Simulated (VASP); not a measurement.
**PbS: relaxation of shape and atoms at fixed volume with PBE+D3(BJ)**

The system is PbS.

```
CELL_PARAMETERS angstrom
2.05475 1.18631 3.35801
-2.05475 1.18631 3.35801
0.00000 -2.37262 3.35801
ATOMIC_POSITIONS crystal
Pb 0.97799 0.97799 0.97799
S 0.47761 0.47761 0.47761
```

This cell differs from its parent crystal: volume scaled by 0.94.

```json
{
 "Program": "VASP 6.6.1",
 "Task": "relaxation of shape and atoms at fixed volume",
 "Functional": "PBE",
 "Dispersion": "D3(BJ)",
 "Potentials or basis": "VASP PAW PBE potentials, release 64 (Pb_d, S)",
 "Cutoff": "600 eV",
 "k mesh": "12 × 12 × 12",
 "Occupations": "gaussian, width 0.02 eV",
 "Spin": "no spin polarisation",
 "Dipole correction": "no",
 "Further INCAR settings": "ALGO = Normal; EDIFF = 1e-07; IBRION = 2; EDIFFG = -0.01; NSW = 50; ISIF = 4"
}
```

```json
{
  "Pressure after relaxing": "4.0 GPa",
  "Largest force after relaxing": "0.004 eV/Å",
  "Band gap on the k mesh": "0.12 eV, indirect (the least direct gap lies 3.9 meV higher)",
  "Dispersion energy per atom": "-0.369 eV"
}
```

Forces on the atoms (eV/Å):
```
Pb   0.000  0.000 -0.004
S    0.000  0.000  0.004
```

Final structure:
```yaml
crystal:
  lattice:
    - [2.05475, 1.18631, 3.35801]
    - [-2.05475, 1.18631, 3.35801]
    - [0.00000, -2.37262, 3.35801]
  atoms:
    - { symbol: Pb, position: [0.97799, 0.97799, 0.97799] }
    - { symbol: S, position: [0.47761, 0.47761, 0.47761] }
```

Levels at points of the mesh, in eV from the valence-band top:
```csv
k point,band 8,band 9,band 10,band 11,band 12,band 13
"(0.00, 0.00, 0.00)",-2.57,-2.57,-2.57,5.31,5.31,5.31
"(0.50, 0.00, 0.00)",-2.13,-2.12,0.00,0.12,1.73,1.73
"(0.50, 0.50, 0.00)",-5.82,-3.94,-3.93,3.50,5.70,5.83
"(0.50, 0.50, 0.50)",-2.12,-2.12,0.00,0.12,1.74,1.74
```

Wall time 3.2 min on 1 thread of Oxide Virtual Turin-like Processor (shared host), peak memory 0.3 GiB.

Caveat: the relaxation stopped at its first step, so nothing moved; spin-orbit coupling is left out, which moves the levels of the heavy elements. A k mesh can miss the band edges.
